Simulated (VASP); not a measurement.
Write the native input for VASP 6.6.1 that does the following.

| Quantity | Value |
| --- | --- |
| Task | single point |
| Functional | PBEsol |
| Potentials or basis | VASP PAW PBE potentials, release 64 (Rh_pv, N) |
| Cutoff | 520 eV |
| k mesh | 7 × 7 × 7 |
| Occupations | gaussian, width 0.05 eV |
| Spin | collinear spin, ferromagnetic start |
| Starting moments | [0.6, 0.0] μB |
| Hubbard terms | Rh d U = 5.0 eV |
| Dipole correction | no |
| Further INCAR settings | ALGO = Normal; EDIFF = 1e-06; NBANDS = 21 |

The structure of RhN lies in POSCAR:

```
RhN
1.0
    2.9628278700      0.0000000000      0.0000000000
   -1.4814139400      2.5658842000      0.0000000000
    0.0000000000      0.0000000000      2.8915732100
Rh N
1 1
Direct
    0.0000000000      0.0000000000      0.0000000000
    0.6666666667      0.3333333333      0.5000000000
```

One way to write it, as run:

INCAR

```
SYSTEM = RhN
  PREC = Accurate
  ENCUT = 520
  EDIFF = 1E-6
  ISMEAR = 0
  SIGMA = 0.05
  LREAL = .FALSE.
  LASPH = .TRUE.
  NELM = 150
  ALGO = Normal
  ISIF = 2
  LWAVE = .FALSE.
  LCHARG = .FALSE.
  ISPIN = 2
  MAGMOM = 0.6 0
  LORBIT = 11
  LMAXMIX = 4
  LDAU = .TRUE.
  LDAUTYPE = 2
  LDAUL = 2 -1
  LDAUU = 5 0
  LDAUJ = 0 0
  LDAUPRINT = 1
  GGA = PS
  NBANDS = 21
```

KPOINTS

```
regular mesh
0
G
  7 7 7
  0 0 0
```

Potentials or basis: VASP PAW PBE potentials, release 64 (Rh_pv, N).

Run with:

```console
$ cat potpaw_PBE.64/Rh_pv/POTCAR potpaw_PBE.64/N/POTCAR > POTCAR
$ mpirun -np 1 vasp_std > vasp.out
```

It gave:

- Pressure: -26.3 GPa
- Band gap on the k mesh: zero (filled and empty bands overlap)
- Net moment: 0.00 μB per cell
- Valence electrons inside the program's atomic spheres: Rh 13.72; N 3.47

Caveat: the PAW data sets were made with another functional, which shifts forces and pressure a little.

Wall time 17 s on 1 thread of Intel(R) Xeon(R) 6975P-C (Granite Rapids) (shared host), peak memory 0.16 GiB.
